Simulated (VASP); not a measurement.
# Zr3Si2 (P4bm) in VASP: notebook

The runs below take Zr3Si2 through single point, with PBEsol.

Program: VASP 6.6.1. These are calculated values, not measurements. Logs are shortened: lines on timing, memory, paths and dates and some standing lists are left out, and cuts for length are marked.

### Step 1. The cell of the first run

It takes space group P4bm (No. 100, tetragonal). The conventional cell has a = 7.066 Å, b = 7.066 Å, c = 3.644 Å, α = 90.00°, β = 90.00°, γ = 90.00°. Zr (site symmetry m) has 6 Si at 2.72 to 2.81 Å and 11 Zr at 3.18 to 3.69 Å within 3.7 Å. Zr (site symmetry 4) has 4 Si at 2.80 Å and 10 Zr at 3.18 to 3.64 Å within 3.7 Å. Si (site symmetry m) has 1 Si at 2.45 Å and 8 Zr at 2.72 to 2.81 Å within 3.2 Å.

### Step 2. Single point, PBEsol (all Si atoms moved +0.013 Å, as atom 7 along Cartesian [0 0 1])

File INCAR:

```
PREC     = Accurate       # precision mode
ENCUT    = 520            # plane-wave cutoff, eV
EDIFF    = 1E-7           # SCF threshold, eV
ISMEAR   = 0              # smearing method
SIGMA    = 0.15           # smearing width, eV
LREAL    = False          # projectors in reciprocal space
LASPH    = True           # aspherical terms in the spheres
NELM     = 80             # most SCF steps
ALGO     = Fast           # electronic algorithm
ISIF     = 2              # what is computed and relaxed
LWAVE    = False          # write WAVECAR
LCHARG   = False          # write CHGCAR
GGA      = PS             # functional
NBANDS   = 55             # bands
```

File KPOINTS:

```
regular mesh
0
Gamma
  6 6 12
```

File POSCAR:

```
Zr3Si2
1.0
    7.0655778226      0.0000000000      0.0000000000
    0.0000000000      7.0655778226      0.0000000000
    0.0000000000      0.0000000000      3.6444907344
Zr Si
6 4
Direct
    0.1744786440      0.6744786440      0.5000000000
    0.8255213560      0.3255213560      0.5000000000
    0.3255213560      0.1744786440      0.5000000000
    0.6744786440      0.8255213560      0.5000000000
    0.0000000000      0.0000000000      0.0000000000
    0.5000000000      0.5000000000      0.0000000000
    0.6223900172      0.1223900172      0.0034298345
    0.3776099828      0.8776099828      0.0034298345
    0.8776099828      0.6223900172      0.0034298345
    0.1223900172      0.3776099828      0.0034298345
```

Potentials or basis: VASP PAW PBE potentials, release 64 (Zr_sv, Si).

Launch:

```console
> cat potpaw_PBE.64/Zr_sv/POTCAR potpaw_PBE.64/Si/POTCAR > POTCAR
> mpirun -np 1 vasp_std > vasp.out
```

OUTCAR:

```text
PREC = Accurate
   ENCUT = 520
   EDIFF = 1E-7
   ISMEAR = 0
   LREAL = False
   LASPH = True
   NELM = 80
   ISIF = 2
   GGA = PS

 ion  position               nearest neighbor table
   1  0.174  0.674  0.500-   8 2.72   8 2.74   9 2.79  10 2.79  10 2.81   9 2.81   6 3.18   5 3.18
                             5 3.18   6 3.18   2 3.49   4 3.69   3 3.69   3 3.69   4 3.69
   2  0.826  0.326  0.500-   7 2.72   7 2.74   9 2.79  10 2.79  10 2.81   9 2.81   6 3.18   5 3.18
                             5 3.18   6 3.18   1 3.49   4 3.69   3 3.69   4 3.69   3 3.69
   3  0.326  0.174  0.500-  10 2.72  10 2.74   8 2.79   7 2.79   7 2.81   8 2.81   6 3.18   5 3.18
                             5 3.18   6 3.18   4 3.49   1 3.69   2 3.69   1 3.69   2 3.69
   4  0.674  0.826  0.500-   9 2.72   9 2.74   8 2.79   7 2.79   7 2.81   8 2.81   6 3.18   5 3.18
                             5 3.18   6 3.18   3 3.49   1 3.69   2 3.69   2 3.69   1 3.69
   5  0.000  0.000  0.000-   7 2.80   8 2.80   9 2.80  10 2.80   1 3.18   2 3.18   3 3.18   4 3.18
                             1 3.18   2 3.18   3 3.18   4 3.18
   6  0.500  0.500  0.000-   7 2.80   8 2.80   9 2.80  10 2.80   1 3.18   2 3.18   3 3.18   4 3.18
                             1 3.18   2 3.18   3 3.18   4 3.18
   7  0.622  0.122  0.003-   8 2.45   2 2.72   2 2.74   3 2.79   4 2.79   5 2.80   6 2.80   3 2.81
                             4 2.81
   8  0.378  0.878  0.003-   7 2.45   1 2.72   1 2.74   3 2.79   4 2.79   5 2.80   6 2.80   3 2.81
                             4 2.81
   9  0.878  0.622  0.003-  10 2.45   4 2.72   4 2.74   2 2.79   1 2.79   5 2.80   6 2.80   2 2.81
                             1 2.81
  10  0.122  0.378  0.003-   9 2.45   3 2.72   3 2.74   2 2.79   1 2.79   5 2.80   6 2.80   2 2.81
                             1 2.81

  LATTYP: Found a simple tetragonal cell.
 ALAT       =     7.0655778226
 C/A-ratio  =     0.5158092977

  Lattice vectors:

 A1 = (   7.0655778226,   0.0000000000,   0.0000000000)
 A2 = (   0.0000000000,   7.0655778226,   0.0000000000)
 A3 = (   0.0000000000,   0.0000000000,   3.6444907344)

Analysis of symmetry for initial positions (statically):
=====================================================================
 Subroutine PRICEL returns:
 Original cell was already a primitive cell.

 Routine SETGRP: Setting up the symmetry group for a
 simple tetragonal supercell.

 Subroutine GETGRP returns: Found  8 space group operations
 (whereof  4 operations were pure point group operations)
 out of a pool of 16 trial point group operations.

The static configuration has the point symmetry     .
 The point group associated with its full space group is C_4v.

Analysis of symmetry for dynamics (positions and initial velocities):
[... 141 lines left out ...]
   EMIN   =  10.00;   EMAX   =-10.00  energy-range for DOS
   EFERMI =   0.00;   METHOD = LEGACY
   ISMEAR =     0;   SIGMA  =   0.15  broadening in eV -4-tet -1-fermi 0-gaus
   EFERMI_NEDOS =   21; number of points for ismear=-14 and -15
   IALGO  =     68    algorithm
   IMIX   =      4    mixing-type and parameters
     AMIX     =   0.40;   BMIX     =  1.00
     AMIX_MAG =   1.60;   BMIX_MAG =  1.00
  volume/ion in A,a.u.               =      18.19       122.78
  Fermi-wavevector in a.u.,A,eV,Ry     =   1.285065  2.428420 22.468541  1.651391
  Thomas-Fermi vector in A             =   2.417221
   LORBIT       =      0    0 simple, 1 ext, 2 COOP (PROOUT), +10 PAW based schemes
   GGA     = PS    functional components
   LHFCALC =     F    Hartree Fock is set to
   AEXX    =    0.0000 exact exchange contribution
   IVDW    =     0    specifies the selected vdW correction
   LEPSILON=     F    determine dielectric tensor
   LRPA    =     F    only Hartree local field effects (RPA)
 non-spin polarized calculation
 RMM-DIIS sequential band-by-band and
 Gauss-broadening in eV      SIGMA  =   0.15
  energy-cutoff  :      520.00
  volume of cell :      181.94
 maximum number of plane-waves:      4942
 NGX is ok and might be reduce to    54
   NGX = 27   NGY = 27   NGZ = 13

 number of electron      88.0000001 magnetization

 Free energy of the ion-electron system (eV)
  ---------------------------------------------------
  ext. energy  EPLUGINS =         0.00000000
  ---------------------------------------------------
  free energy    TOTEN  =       -87.11577358 eV

  energy without entropy =      -87.02842235  energy(sigma->0) =      -87.07209796

 E-fermi :   9.6292     XC(G=0): -11.5753

 val. band max:        9.6288671210   @ k =   0.5000   0.5000   0.0833
 cond. band min:       9.6353868771   @ k =   0.3333   0.3333   0.0000
 fundamental gap:      0.0065197561
 Fermi energy:         9.6292419959

 k-point     1 :       0.0000    0.0000    0.0000
  band No.  band energies     occupation
      1     -38.5639      2.00000
      2     -38.5080      2.00000
      3     -38.5076      2.00000
      4     -38.5076      2.00000
      5     -38.4197      2.00000
      6     -38.3810      2.00000
[... 1381 lines left out ...]
     54      12.6698      0.00000
     55      12.7352      0.00000

 [... further k-points ...]

------------------------ aborting loop because EDIFF is reached ----------------------------------------

  FORCE on cell =-STRESS in cart. coord.  units (eV):
  Direction    XX          YY          ZZ          XY          YZ          ZX
  --------------------------------------------------------------------------------------
  -------------------------------------------------------------------------------------
  Total        0.1553864      0.1553864      0.3938577      0.0000000      0.0000000      0.0000000
  in kB        1.3683314      1.3683314      3.4683083      0.0000000      0.0000000      0.0000000
  external PRESSURE =       2.0683237 kB  Pullay stress =       0.0000000 kB

 VOLUME and BASIS-vectors are now :
 -----------------------------------------------------------------------------
  energy-cutoff  :      520.00
  volume of cell :      181.94
      direct lattice vectors                 reciprocal lattice vectors
     7.065577823  0.000000000  0.000000000     0.141531241  0.000000000  0.000000000
     0.000000000  7.065577823  0.000000000     0.000000000  0.141531241  0.000000000
     0.000000000  0.000000000  3.644490734     0.000000000  0.000000000  0.274386759

 POSITION                                       TOTAL-FORCE (eV/Angst)
 -----------------------------------------------------------------------------------
      1.23279      4.76558      1.82225        -0.004405     -0.004405      0.095347
      5.83279      2.30000      1.82225         0.004405      0.004405      0.095347
      2.30000      1.23279      1.82225         0.004405     -0.004405      0.095347
      4.76558      5.83279      1.82225        -0.004405      0.004405      0.095347
      0.00000      0.00000      0.00000         0.000000      0.000000      0.021443
      3.53279      3.53279      0.00000         0.000000      0.000000      0.021443
      4.39755      0.86476      0.01250        -0.002746     -0.002746     -0.106069
      2.66803      6.20082      0.01250         0.002746      0.002746     -0.106069
      6.20082      4.39755      0.01250         0.002746     -0.002746     -0.106069
      0.86476      2.66803      0.01250        -0.002746      0.002746     -0.106069
 -----------------------------------------------------------------------------------
    total drift:                               -0.000000     -0.000000      0.000029

  FREE ENERGIE OF THE ION-ELECTRON SYSTEM (eV)
  ---------------------------------------------------
  free  energy   TOTEN  =       -87.1157735780 eV

  energy  without entropy=      -87.0284223472  energy(sigma->0) =      -87.07209796
```

Run time: 14 min. Hardware: 1 thread of Intel Xeon 6975P-C (Granite Rapids), shared host; peak memory 0.61 GiB.

What came out:

```yaml
Free_energy: -87.1158 eV
Pressure: 0.2 GPa
Largest_force: 0.106 eV/Å
Band_gap_on_the_k_mesh: zero (bands 44 and 45 overlap by 1.25 eV)
```

Forces on the atoms (eV/Å):
```
Zr  -0.004 -0.004  0.095
Zr   0.004  0.004  0.095
Zr   0.004 -0.004  0.095
Zr  -0.004  0.004  0.095
Zr   0.000  0.000  0.021
Zr   0.000  0.000  0.021
Si  -0.003 -0.003 -0.106
Si   0.003  0.003 -0.106
Si   0.003 -0.003 -0.106
Si  -0.003  0.003 -0.106
```

Caveat: the cell differs from its parent crystal (all Si atoms moved +0.013 Å, as atom 7 along Cartesian [0 0 1]); the PAW data sets were made with another functional, which shifts forces and pressure a little.

### Step 3. Single point, PBEsol (all Si atoms moved +0.062 Å, as atom 7 along Cartesian [0 0 1])

File INCAR:

```
SYSTEM = Zr3Si2
PREC     = Accurate       ! precision mode
ENCUT    = 520            ! plane-wave cutoff, eV
EDIFF    = 1E-7           ! SCF threshold, eV
ISMEAR   = 0              ! smearing method
SIGMA    = 0.15           ! smearing width, eV
LREAL    = .False.        ! projectors in reciprocal space
LASPH    = .True.         ! aspherical terms in the spheres
NELM     = 80             ! most SCF steps
ALGO     = Fast           ! electronic algorithm
ISIF     = 2              ! what is computed and relaxed
LWAVE    = .False.        ! write WAVECAR
LCHARG   = .True.         ! write CHGCAR
GGA      = PS             ! functional
LELF     = .True.         ! ELF
LVHAR    = .True.       
NBANDS   = 55             ! bands
```

File KPOINTS:

```
Automatic mesh
0
Gamma
  6 6 12
  0 0 0
```

Edit POSCAR of step 2 so:

```diff
@@ -14,5 +14,5 @@
     0.5000000000      0.5000000000      0.0000000000
-    0.6223900172      0.1223900172      0.0034298345
-    0.3776099828      0.8776099828      0.0034298345
-    0.8776099828      0.6223900172      0.0034298345
-    0.1223900172      0.3776099828      0.0034298345
+    0.6223900172      0.1223900172      0.0171491724
+    0.3776099828      0.8776099828      0.0171491724
+    0.8776099828      0.6223900172      0.0171491724
+    0.1223900172      0.3776099828      0.0171491724
```

Potentials or basis: VASP PAW PBE potentials, release 64 (Zr_sv, Si).

Launch:

```console
> cat potpaw_PBE.64/Zr_sv/POTCAR potpaw_PBE.64/Si/POTCAR > POTCAR
> mpirun -np 1 vasp_std > vasp.out
```

Run time: 27 min. Hardware: 1 thread of Intel Xeon Platinum 8488C (Sapphire Rapids), shared host; peak memory 0.61 GiB.

It converged, with:

```yaml
Free_energy: -87.0522 eV
Pressure: 0.3 GPa
Largest_force: 0.530 eV/Å
Band_gap_on_the_k_mesh: zero (bands 44 and 45 overlap by 1.24 eV)
```

Forces on the atoms (eV/Å):
```
Zr  -0.001 -0.001  0.477
Zr   0.001  0.001  0.477
Zr   0.001 -0.001  0.477
Zr  -0.001  0.001  0.477
Zr   0.000  0.000  0.107
Zr   0.000  0.000  0.107
Si   0.000  0.000 -0.530
Si   0.000  0.000 -0.530
Si   0.000  0.000 -0.530
Si   0.000  0.000 -0.530
```

Stress tensor (GPa, compression positive):
```
0.30 0.00 0.00
0.00 0.30 0.00
0.00 0.00 0.40
```

Levels at points of the mesh, in eV from the Fermi level:
| k point | band 42 | band 43 | band 44 | band 45 | band 46 | band 47 |
| --- | --- | --- | --- | --- | --- | --- |
| (0.00, 0.00, 0.00) | -0.56 | -0.29 | 0.02 | 0.88 | 1.11 | 1.31 |
| (0.50, 0.00, 0.00) | -0.23 | 0.41 | 0.41 | 0.78 | 0.78 | 1.49 |
| (0.50, 0.50, 0.00) | -0.22 | -0.13 | -0.13 | 0.06 | 0.06 | 1.24 |
| (0.00, 0.00, 0.50) | -0.23 | 0.07 | 0.07 | 0.27 | 0.47 | 0.67 |
| (0.50, 0.00, 0.50) | -0.93 | -0.54 | -0.54 | 0.20 | 0.20 | 1.79 |
| (0.50, 0.50, 0.50) | -0.70 | -0.69 | -0.69 | -0.65 | -0.65 | 1.90 |

Caveat: the cell differs from its parent crystal (all Si atoms moved +0.062 Å, as atom 7 along Cartesian [0 0 1]); the PAW data sets were made with another functional, which shifts forces and pressure a little.

### Step 4. Single point, PBEsol (all Si atoms moved +0.025 Å, as atom 7 along Cartesian [0 0 1])

File INCAR:

```
  ALGO = Fast
  EDIFF = 1E-6
  ENCUT = 520
  GGA = PS
  ISIF = 2
  ISMEAR = 0
  LASPH = T
  LCHARG = F
  LREAL = F
  LWAVE = F
  NBANDS = 55
  NELM = 100
  PREC = Accurate
  SIGMA = 0.15
```

File KPOINTS:

```
k-points
0
Gamma
  6 6 12
```

Edit POSCAR of step 3 so:

```diff
@@ -14,5 +14,5 @@
     0.5000000000      0.5000000000      0.0000000000
-    0.6223900172      0.1223900172      0.0171491724
-    0.3776099828      0.8776099828      0.0171491724
-    0.8776099828      0.6223900172      0.0171491724
-    0.1223900172      0.3776099828      0.0171491724
+    0.6223900172      0.1223900172      0.0068596690
+    0.3776099828      0.8776099828      0.0068596690
+    0.8776099828      0.6223900172      0.0068596690
+    0.1223900172      0.3776099828      0.0068596690
```

Launch:

```console
> cat potpaw_PBE.64/Zr_sv/POTCAR potpaw_PBE.64/Si/POTCAR > POTCAR
> mpirun -np 1 vasp_std > vasp.out
```

It took 11 min on 1 thread of Intel Xeon 6975P-C (Granite Rapids), shared host; peak memory 0.6 GiB.

Results (log left out):

```yaml
Free_energy: -87.1078 eV
Pressure: 0.2 GPa
Largest_force: 0.212 eV/Å
Band_gap_on_the_k_mesh: zero (bands 44 and 45 overlap by 1.24 eV)
```

Forces on the atoms (eV/Å):
```
Zr  -0.004 -0.004  0.191
Zr   0.004  0.004  0.191
Zr   0.004 -0.004  0.191
Zr  -0.004  0.004  0.191
Zr   0.000  0.000  0.043
Zr   0.000  0.000  0.043
Si  -0.002 -0.002 -0.212
Si   0.002  0.002 -0.212
Si   0.002 -0.002 -0.212
Si  -0.002  0.002 -0.212
```

Stress tensor (GPa, compression positive):
```
0.16 0.00 0.00
0.00 0.16 0.00
0.00 0.00 0.35
```

Levels at points of the mesh, in eV from the Fermi level:
| k point | band 40 | band 41 | band 42 | band 43 | band 44 | band 45 | band 46 | band 47 | band 48 | band 49 |
| --- | --- | --- | --- | --- | --- | --- | --- | --- | --- | --- |
| (0.00, 0.00, 0.00) | -0.60 | -0.60 | -0.55 | -0.28 | 0.00 | 0.88 | 1.11 | 1.31 | 1.31 | 1.82 |
| (0.50, 0.00, 0.00) | -1.15 | -0.24 | -0.24 | 0.41 | 0.41 | 0.78 | 0.78 | 1.50 | 1.50 | 1.58 |
| (0.50, 0.50, 0.00) | -0.91 | -0.23 | -0.23 | -0.13 | -0.13 | 0.05 | 0.05 | 1.25 | 1.25 | 2.06 |
| (0.00, 0.00, 0.50) | -1.19 | -0.48 | -0.22 | 0.08 | 0.08 | 0.29 | 0.47 | 0.68 | 0.68 | 0.83 |
| (0.50, 0.00, 0.50) | -1.27 | -0.93 | -0.93 | -0.54 | -0.54 | 0.21 | 0.21 | 1.79 | 1.79 | 2.58 |
| (0.50, 0.50, 0.50) | -1.27 | -0.70 | -0.70 | -0.69 | -0.69 | -0.66 | -0.66 | 1.90 | 1.90 | 3.43 |

Caveat: the cell differs from its parent crystal (all Si atoms moved +0.025 Å, as atom 7 along Cartesian [0 0 1]); the PAW data sets were made with another functional, which shifts forces and pressure a little.

### Step 5. Summary

```tsv
cell	further INCAR settings	gap on the mesh (eV)	pressure (GPa)	largest force (eV/Å)
as given, atomic positions A	ALGO = Fast; EDIFF = 1e-07; NBANDS = 55	none	0.2	0.11
as given, atomic positions B	ALGO = Fast; EDIFF = 1e-07; NBANDS = 55	none	0.3	0.53
as given, atomic positions C	ALGO = Fast; EDIFF = 1e-06; NBANDS = 55	none	0.2	0.21
```

Alike in all rows: task single point; level PBEsol; potentials or basis VASP PAW PBE potentials, release 64 (Zr_sv, Si); no spin polarisation; k mesh 6 × 6 × 12; cutoff (eV) 520; smearing gaussian 0.15 eV.

Caveats: the PAW data sets were made with another functional, which shifts forces and pressure a little.

Absolute energies hang on the potentials; compare differences alone.
